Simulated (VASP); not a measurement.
# Cr in VASP: notebook

Runs on Cr. Level: PBE. Tasks: single point.

Program: VASP 6.6.1. These are calculated values, not measurements. Logs are shortened: lines on timing, memory, paths and dates and some standing lists are left out, and cuts for length are marked.

**1. The cell of the first run**

The cell holds a slab with vacuum, 1 atom: a = 4.028 Å, b = 4.028 Å, c = 16.000 Å, α = 90.00°, β = 90.00°, γ = 120.00°.

**2. Single point, PBE, collinear spin, ferromagnetic start**

File INCAR:

```
ALGO     = Normal         # electronic algorithm
DIPOL    = 0.5 0.5 0.500
EDIFF    = 1E-6           # SCF threshold, eV
ENCUT    = 520            # plane-wave cutoff, eV
GGA      = PE             # functional
IDIPOL   = 3            
ISIF     = 2              # what is computed and relaxed
ISMEAR   = -1             # smearing method
ISPIN    = 2              # spin polarisation
LASPH    = T              # aspherical terms in the spheres
LCHARG   = F              # write CHGCAR
LDIPOL   = T            
LMAXMIX  = 4              # l up to which the mixer works
LORBIT   = 11             # projections on sites
LREAL    = F              # projectors in reciprocal space
LWAVE    = F              # write WAVECAR
MAGMOM   = 2              # initial moments
NBANDS   = 16             # bands
NELM     = 150            # most SCF steps
PREC     = Accurate       # precision mode
SIGMA    = 0.08           # smearing width, eV
```

File KPOINTS:

```
k-points
0
Gamma
  10 10 1
```

File POSCAR:

```
Cr
1.0
    4.0283716178      0.0000000000      0.0000000000
   -2.0141858089      3.4886721569      0.0000000000
    0.0000000000      0.0000000000     16.0000000000
Cr
1
Direct
    0.0000000000      0.0000000000      0.5000000000
```

Potentials or basis: VASP PAW PBE potentials, release 64 (Cr_pv).

On the command line:

```
> cat potpaw_PBE.64/Cr_pv/POTCAR > POTCAR
> mpirun -np 1 vasp_std > vasp.out
```

OUTCAR:

```text
EDIFF = 1E-6
   ENCUT = 520
   GGA = PE
   ISIF = 2
   ISMEAR = -1
   ISPIN = 2
   LASPH = T
   LORBIT = 11
   LREAL = F
   NELM = 150
   PREC = Accurate

 ion  position               nearest neighbor table
   1  0.000  0.000  0.500-

  LATTYP: Found a hexagonal cell.
 ALAT       =     4.0283716178
 C/A-ratio  =     3.9718282021

  Lattice vectors:

 A1 = (   4.0283716178,   0.0000000000,   0.0000000000)
 A2 = (  -2.0141858089,   3.4886721569,   0.0000000000)
 A3 = (   0.0000000000,   0.0000000000,  16.0000000000)

Analysis of symmetry for initial positions (statically):
=====================================================================
 Subroutine PRICEL returns:
 Original cell was already a primitive cell.

 Routine SETGRP: Setting up the symmetry group for a
 hexagonal supercell.

 Subroutine GETGRP returns: Found 24 space group operations
 (whereof 24 operations were pure point group operations)
 out of a pool of 24 trial point group operations.

The static configuration has the point symmetry D_6h.

Analysis of symmetry for dynamics (positions and initial velocities):
=====================================================================
 Subroutine PRICEL returns:
 Original cell was already a primitive cell.

 Routine SETGRP: Setting up the symmetry group for a
 hexagonal supercell.

 Subroutine GETGRP returns: Found 24 space group operations
 (whereof 24 operations were pure point group operations)
 out of a pool of 24 trial point group operations.

The dynamic configuration has the point symmetry D_6h.

Analysis of structural, dynamic, and magnetic symmetry:
=====================================================================
 Subroutine PRICEL returns:
 Original cell was already a primitive cell.

 Routine SETGRP: Setting up the symmetry group for a
 hexagonal supercell.

 Subroutine GETGRP returns: Found 24 space group operations
 (whereof 24 operations were pure point group operations)
 out of a pool of 24 trial point group operations.

The overall configuration has the point symmetry D_6h.

 Subroutine INISYM returns: Found 24 space group operations
 (whereof 24 operations are pure point group operations),
 and found     1 'primitive' translations

----------------------------------------------------------------------------------------

                                     Primitive cell

  volume of cell :     224.8587

  direct lattice vectors                    reciprocal lattice vectors
     4.028371618  0.000000000  0.000000000     0.248239263  0.143321005  0.000000000
    -2.014185809  3.488672157  0.000000000     0.000000000  0.286642010  0.000000000
     0.000000000  0.000000000 16.000000000     0.000000000  0.000000000  0.062500000

  length of vectors
     4.028371618  4.028371618 16.000000000     0.286642010  0.286642010  0.062500000

  position of ions in fractional coordinates (direct lattice)
     0.000000000  0.000000000  0.500000000

  ion indices of the primitive-cell ions
   primitive index   ion index
                 1           1

----------------------------------------------------------------------------------------

 KPOINTS: k-points

Automatic generation of k-mesh.
 Grid dimensions read from file:
 generate k-points for:   10   10    1

 Generating k-lattice:

  Cartesian coordinates                     Fractional coordinates (reciprocal lattice)
     0.024823926  0.014332101  0.000000000     0.100000000  0.000000000  0.000000000
     0.000000000  0.028664201  0.000000000     0.000000000  0.100000000  0.000000000
     0.000000000  0.000000000  0.062500000     0.000000000  0.000000000  1.000000000

  Length of vectors
     0.028664201  0.028664201  0.062500000

  Shift w.r.t. Gamma in fractional coordinates (k-lattice)
     0.000000000  0.000000000  0.000000000

 Subroutine IBZKPT returns following result:
 ===========================================

 Found     14 irreducible k-points:

 Following reciprocal coordinates:
            Coordinates               Weight
  0.000000  0.000000  0.000000      1.000000
  0.100000 -0.000000  0.000000      6.000000
  0.200000 -0.000000  0.000000      6.000000
  0.300000  0.000000  0.000000      6.000000
  0.400000  0.000000  0.000000      6.000000
  0.500000 -0.000000  0.000000      3.000000
  0.100000  0.100000  0.000000      6.000000
  0.200000  0.100000  0.000000     12.000000
  0.300000  0.100000  0.000000     12.000000
  0.400000  0.100000  0.000000     12.000000
  0.200000  0.200000  0.000000      6.000000
  0.300000  0.200000  0.000000     12.000000
  0.400000  0.200000  0.000000      6.000000
  0.300000  0.300000  0.000000      6.000000
   k-points           NKPTS =     14   k-points in BZ     NKDIM =     14   number of bands    NBANDS=     16
   number of dos      NEDOS =    301   number of ions     NIONS =      1
   total plane-waves  NPLWV = 108000
   dimension x,y,z NGX =    30 NGY =   30 NGZ =  120
   dimension x,y,z NGXF=    60 NGYF=   60 NGZF=  240
   ions per type =               1
   NGX,Y,Z   is equivalent  to a cutoff of  12.38, 12.38, 12.47 a.u.
   NGXF,Y,Z  is equivalent  to a cutoff of  24.76, 24.76, 24.94 a.u.
 SYSTEM =  unknown system
   PREC   = accura    normal or accurate (medium, high low for compatibility)
   ISTART =      0    job   : 0-new  1-cont  2-samecut
   ICHARG =      2    charge: 1-file 2-atom 10-const
   ISPIN  =      2    spin polarized calculation?
   LNONCOLLINEAR =      F non collinear calculations
   LSORBIT =      F    spin-orbit coupling
   LASPH  =      T    aspherical Exc in radial PAW
   ENCUT  =  520.0 eV  38.22 Ry    6.18 a.u.   7.49  7.49 29.75*2*pi/ulx,y,z
   NELM   =    150;   NELMIN=  2; NELMDL= -5     # of ELM steps
   EDIFF  = 0.1E-05   stopping-criterion for ELM
   LREAL  =      F    real-space projection
   EDIFFG = 0.1E-04   stopping-criterion for IOM
   NSW    =      0    number of steps for IOM
   IBRION =     -1    ionic relax: 0-MD 1-quasi-New 2-CG
   NFREE  =      0    steps in history (QN), initial steepest desc. (CG)
   ISIF   =      2    stress and relaxation
   ISYM   =      2    0-nonsym 1-usesym 2-fastsym
   POTIM  = 0.5000    time-step for ionic-motion
   TEBEG  =    0.0;   TEEND  =   0.0 temperature during run
   PSTRESS=    0.0 pullay stress
   NELECT =      12.0000    total number of electrons
   NUPDOWN=      -1.0000    fix difference up-down
   EMIN   =  10.00;   EMAX   =-10.00  energy-range for DOS
   EFERMI =   0.00;   METHOD = LEGACY
   ISMEAR =    -1;   SIGMA  =   0.08  broadening in eV -4-tet -1-fermi 0-gaus
   EFERMI_NEDOS =   21; number of points for ismear=-14 and -15
   IALGO  =     38    algorithm
   IMIX   =      4    mixing-type and parameters
     AMIX     =   0.40;   BMIX     =  1.00
     AMIX_MAG =   1.60;   BMIX_MAG =  1.00
  volume/ion in A,a.u.               =     224.86      1517.42
  Fermi-wavevector in a.u.,A,eV,Ry     =   0.616357  1.164745  5.168791  0.379895
  Thomas-Fermi vector in A             =   1.674056
   LORBIT       =     11    0 simple, 1 ext, 2 COOP (PROOUT), +10 PAW based schemes
   GGA     = PE    functional components
   LHFCALC =     F    Hartree Fock is set to
   AEXX    =    0.0000 exact exchange contribution
   IVDW    =     0    specifies the selected vdW correction
   LEPSILON=     F    determine dielectric tensor
   LRPA    =     F    only Hartree local field effects (RPA)
 spin polarized calculation
  energy-cutoff  :      520.00
  volume of cell :      224.86
 maximum number of plane-waves:      6125
 NGX is ok and might be reduce to    30
   NGX = 15   NGY = 15   NGZ = 59

 number of electron      12.0000007 magnetization       5.2286508

 dipolmoment           0.000000      0.000000     -0.000000 electrons x Angstroem

 Free energy of the ion-electron system (eV)
  ---------------------------------------------------
  ext. energy  EPLUGINS =         0.00000000
  ---------------------------------------------------
  free energy    TOTEN  =        -5.97333741 eV

  energy without entropy =       -5.95784550  energy(sigma->0) =       -5.96559145

 E-fermi :  -2.8657     XC(G=0):  -2.1216

 val. band max:       -3.1251993165   @ k =   0.3000   0.0000   0.0000
 cond. band min:      -2.7513032353   @ k =   0.2000   0.2000   0.0000
 fundamental gap:      0.3738960812
 Fermi energy:        -2.8657045806

 spin component 1

 k-point     1 :       0.0000    0.0000    0.0000
  band No.  band energies     occupation
      1     -46.2257      1.00000
      2     -46.2257      1.00000
      3     -46.1575      1.00000
      4      -5.7092      1.00000
      5      -3.5623      0.99983
      6      -3.5472      0.99980
[... 8 lines left out ...]
     15       4.2570      0.00000
     16       4.5017      0.00000
[... 229 lines left out ...]
 k-point    14 :       0.3000    0.3000    0.0000
  band No.  band energies     occupation
      1     -46.2283      1.00000
      2     -46.2277      1.00000
      3     -46.1571      1.00000
      4      -3.6785      0.99996
      5      -3.5956      0.99989
      6      -3.5906      0.99988
[... 8 lines left out ...]
     15       4.2574      0.00000
     16       4.8779      0.00000
 Fermi energy:        -2.8657045806

 spin component 2

 k-point     1 :       0.0000    0.0000    0.0000
  band No.  band energies     occupation
      1     -42.0011      1.00000
      2     -42.0011      1.00000
      3     -41.8800      1.00000
      4      -4.2845      1.00000
      5      -0.8037      0.00000
      6      -0.2016      0.00000
[... 8 lines left out ...]
     15       4.9674      0.00000
     16       7.7986      0.00000
[... 229 lines left out ...]
 k-point    14 :       0.3000    0.3000    0.0000
  band No.  band energies     occupation
      1     -42.0045      1.00000
      2     -42.0037      1.00000
      3     -41.8795      1.00000
      4      -1.1606      0.00000
      5      -0.7798      0.00000
      6      -0.0567      0.00000
[... 8 lines left out ...]
     15       4.6123      0.00000
     16       5.2137      0.00000

------------------------ aborting loop because EDIFF is reached ----------------------------------------

 vacuum level on the upper side and lower side of the slab       (xc-potential included)        -0.000        -0.000

  FORCE on cell =-STRESS in cart. coord.  units (eV):
  Direction    XX          YY          ZZ          XY          YZ          ZX
  --------------------------------------------------------------------------------------
  -------------------------------------------------------------------------------------
  Total       -1.9307748     -1.9307748     -0.0084919      0.0000000      0.0000000      0.0000000
  in kB      -13.7572790    -13.7572790     -0.0605071      0.0000000      0.0000000      0.0000000
  external PRESSURE =      -9.1916884 kB  Pullay stress =       0.0000000 kB

 VOLUME and BASIS-vectors are now :
 -----------------------------------------------------------------------------
  energy-cutoff  :      520.00
  volume of cell :      224.86
      direct lattice vectors                 reciprocal lattice vectors
     4.028371618  0.000000000  0.000000000     0.248239263  0.143321005  0.000000000
    -2.014185809  3.488672157  0.000000000     0.000000000  0.286642010  0.000000000
     0.000000000  0.000000000 16.000000000     0.000000000  0.000000000  0.062500000

 POSITION                                       TOTAL-FORCE (eV/Angst)
 -----------------------------------------------------------------------------------
      0.00000      0.00000      8.00000        -0.000000      0.000000      0.000000
 -----------------------------------------------------------------------------------
    total drift:                                0.000000      0.000000      0.000000

  FREE ENERGIE OF THE ION-ELECTRON SYSTEM (eV)
  ---------------------------------------------------
  free  energy   TOTEN  =        -5.9733374111 eV

  energy  without entropy=       -5.9578454970  energy(sigma->0) =       -5.96559145

 vacuum level on the upper side and lower side of the slab         0.944         0.944

 total charge

# of ion       s       p       d       tot
------------------------------------------
    1        0.218   5.998   4.229  10.444

 magnetization (x)

# of ion       s       p       d       tot
------------------------------------------
    1        0.096   0.017   4.220   4.333
```

It took 3.1 min on 1 thread of Intel Xeon Platinum 8488C (Sapphire Rapids), shared host; peak memory 0.42 GiB.

What came out:

| Property | Result |
| --- | --- |
| Free energy | -5.9733 eV |
| Net moment | 5.23 μB per cell |
| Site moments | Cr +4.33 μB |
| Valence electrons inside the program's atomic spheres | Cr 10.44 |

(Continued in part 2 of 2.)
